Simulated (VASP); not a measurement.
The system is YAl2N3.

```xyz
12
Lattice="5.0250 -2.9000 0.0000 5.0250 2.9000 0.0000 0.0000 0.0000 5.3000" Properties=species:S:1:pos:R:3 pbc="T T T"
Y     5.0250    0.9686    0.0000
Y     5.0250   -0.9686    2.6500
Al    3.3497   -1.9331    0.0000
Al    1.6753    0.9669    0.0000
Al    3.3497    1.9331    2.6500
Al    1.6753   -0.9669    2.6500
N     3.3497   -1.9331    1.9345
N     1.6753    0.9669    1.9345
N     5.0250   -0.9686    4.7170
N     3.3497    1.9331    4.5845
N     1.6753   -0.9669    4.5845
N     5.0250    0.9686    2.0670
```

* Program: VASP 6.6.1
* Task: relaxation of cell and atoms
* Functional: PBE
* Potentials or basis: VASP PAW PBE potentials, release 64 (Y_sv, Al, N)
* Cutoff: 600 eV
* k mesh: 3 × 3 × 2
* Occupations: gaussian, width 0.15 eV
* Spin: no spin polarisation

At the start: pressure 8.4 GPa; volume 12.87 Å³/atom.

**Question.** How do energy, volume and symmetry change on relaxing?

**Answer.** Over 14 steps the energy falls by 358.5 meV/atom and the volume is 12.64 Å³/atom (-1.8 %); space group Cmc2_1 (No. 36, to 0.1 Å) before and after.

The path:
| step | energy change (eV) | largest force (eV/Å) | pressure (GPa) | volume (Å³) |
| --- | --- | --- | --- | --- |
| 1 | 0.0000 | 5.6030 | 8.42 | 154.47 |
| 2 | -3.0164 | 0.9311 | -13.47 | 170.07 |
| 3 | -3.0918 | 0.8307 | -11.29 | 167.55 |
| 4 | -4.0458 | 0.6649 | 3.62 | 149.17 |
| 5 | -4.0528 | 0.6829 | 2.25 | 150.44 |
| 6 | -4.2104 | 0.5593 | 1.02 | 151.05 |
| 7 | -4.2186 | 0.5434 | 0.78 | 151.22 |
| 8 | -4.2664 | 0.2542 | -1.04 | 152.73 |
| 9 | -4.2697 | 0.1797 | -1.64 | 153.25 |
| 10 | -4.2966 | 0.1031 | 0.45 | 151.20 |
| 11 | -4.2966 | 0.1046 | 0.39 | 151.24 |
| 12 | -4.3006 | 0.0817 | -0.03 | 151.61 |
| 13 | -4.3006 | 0.0805 | 0.00 | 151.59 |
| 14 | -4.3016 | 0.0271 | -0.10 | 151.69 |

Final structure:
```cif
data_structure
_symmetry_space_group_name_H-M 'P 1'
_symmetry_Int_Tables_number 1
_cell_length_a 5.8454
_cell_length_b 5.8454
_cell_length_c 5.1750
_cell_angle_alpha 90.000
_cell_angle_beta 90.000
_cell_angle_gamma 59.078
_cell_volume 151.69
loop_
_atom_site_label
_atom_site_type_symbol
_atom_site_fract_x
_atom_site_fract_y
_atom_site_fract_z
_atom_site_occupancy
Y1 Y 0.30842 0.69158 0.97262 1
Y2 Y 0.69158 0.30842 0.47262 1
Al1 Al 0.65992 0.98970 0.99508 1
Al2 Al 0.01030 0.34008 0.99508 1
Al3 Al 0.98970 0.65992 0.49508 1
Al4 Al 0.34008 0.01030 0.49508 1
N1 N 0.66753 0.94645 0.35993 1
N2 N 0.05355 0.33247 0.35993 1
N3 N 0.70975 0.29025 0.93734 1
N4 N 0.94645 0.66753 0.85993 1
N5 N 0.33247 0.05355 0.85993 1
N6 N 0.29025 0.70975 0.43734 1
```

Caveat: the k points lie up to 0.61 Å⁻¹ apart in the final cell.
